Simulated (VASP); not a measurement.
Set up this calculation in VASP 6.6.1, as the native input.

* Task: relaxation of the atoms
* Functional: PBE
* Potentials or basis: VASP PAW PBE potentials, release 64 (Pt, Se)
* Cutoff: 520 eV
* k mesh: 8 × 8 × 5
* Occupations: fermi-dirac, width 0.05 eV
* Spin: no spin polarisation
* Dipole correction: no
* Further INCAR settings: ALGO = Normal; EDIFF = 1e-06; IBRION = 2; EDIFFG = -0.005; NSW = 80

The structure of PtSe2 lies in POSCAR:

```
PtSe2
1.0
    3.6495200000      0.0000000000      0.0000000000
   -1.8247600000      3.1605770316      0.0000000000
    0.0000000000      0.0000000000      5.0620000000
Pt Se
1 2
Direct
    0.0000000000      0.0000000000      0.0000000000
    0.6666666667      0.3333333333      0.7500000000
    0.3333333333      0.6666666667      0.2500000000
```

These files were run (other wordings do the same):

INCAR

```
SYSTEM = PtSe2
  ALGO = Normal
  EDIFF = 1E-6
  EDIFFG = -0.005
  ENCUT = 520
  GGA = PE
  IBRION = 2
  ISIF = 2
  ISMEAR = -1
  LASPH = .True.
  LCHARG = .False.
  LREAL = .False.
  LWAVE = .False.
  NELM = 60
  NSW = 80
  PREC = Accurate
  SIGMA = 0.05
```

KPOINTS

```
k-points
0
Gamma
  8 8 5
  0 0 0
```

Potentials or basis: VASP PAW PBE potentials, release 64 (Pt, Se).

Launch:

```sh
$ cat potpaw_PBE.64/Pt/POTCAR potpaw_PBE.64/Se/POTCAR > POTCAR
$ mpirun -np 1 vasp_std > vasp.out
```

Results of the run:

The energy gained by relaxing is 31.7 meV/atom, the ionic steps are 3 and the pressure after relaxing is 8.4 GPa. The band gap on the k mesh is zero (bands 11 and 12 overlap by 0.58 eV).

Caveat: spin-orbit coupling is left out, which moves the levels of the heavy elements.

Run time: 110 s on 1 thread of Intel Xeon 8259CL, on a shared host, peak memory 0.2 GiB.
